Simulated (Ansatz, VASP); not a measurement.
**Two plane-wave programs on CdF2**

The input INCAR:

```
SYSTEM = CdF2
PREC = Accurate
ENCUT = 520
EDIFF = 1E-7
ISMEAR = 0
SIGMA = 0.05
LREAL = .FALSE.
LASPH = .TRUE.
NELM = 100
ALGO = Normal
ISIF = 2
LWAVE = .FALSE.
LCHARG = .FALSE.
GGA = PE
NBANDS = 20
```

Contents of KPOINTS:

```
Automatic mesh
0
G
  8 8 8
  0 0 0
```

The input POSCAR:

```
CdF2
1.0
    0.0000000000      2.8144456902      2.5977333721
    2.8144456902      0.0000000000      2.5977333721
    2.8144456902      2.8144456902      0.0000000000
Cd F
1 2
Direct
    0.0000000000      0.0000000000      0.0000000000
    0.2500000000      0.2500000000      0.2500000000
    0.7500000000      0.7500000000      0.7500000000
```

Input for Ansatz:

```yaml
crystal:
  lattice:
    - [0.0, 2.8144456902, 2.5977333721]
    - [2.8144456902, 0.0, 2.5977333721]
    - [2.8144456902, 2.8144456902, 0.0]
  atoms:
    - { symbol: Cd, position: [0.0, 0.0, 0.0] }
    - { symbol: F, position: [0.25, 0.25, 0.25] }
    - { symbol: F, position: [0.75, 0.75, 0.75] }
basis:
  ecutwfc: 520.0
kpoints:
  mp_grid: { grid: [8, 8, 8] }
hamiltonian:
  xc: pbe
  pseudopotentials: { kind: paw }
scf:
  occupations: { method: gaussian, width: 0.05 }
output:
  forces: true
  stress: true
  eigenvalues: true
```

Alike in both runs: task single point; functional PBE; k mesh 8 × 8 × 8; occupations gaussian, width 0.05 eV; no spin polarisation.

|  | VASP | Ansatz |
| --- | --- | --- |
| version | VASP 6.6.1 | Ansatz 0.2.0 |
| potentials or method | VASP PAW PBE potentials, release 64 (Cd, F), cutoff 520 eV | scalar-relativistic, plane waves, PAW |
| valence electrons in the cell | 26 | 34 |

Ansatz gave:

- gap on the k mesh at the Fermi level (eV): 2.70
- least direct gap on the mesh (eV): 3.25
- pressure (GPa): 0.0
- traceless stress, the component that is largest in VASP (GPa): 5.79

Question: Estimate VASP's values.

Answer: gap on the k mesh at the Fermi level (eV): 2.67; least direct gap on the mesh (eV): 3.21; pressure (GPa): 0.5; traceless stress, the component that is largest in VASP (GPa): 5.72.

VASP's potentials hold 26 valence electrons a cell and Ansatz's 34, so a difference there can come from the potentials and not from the codes.
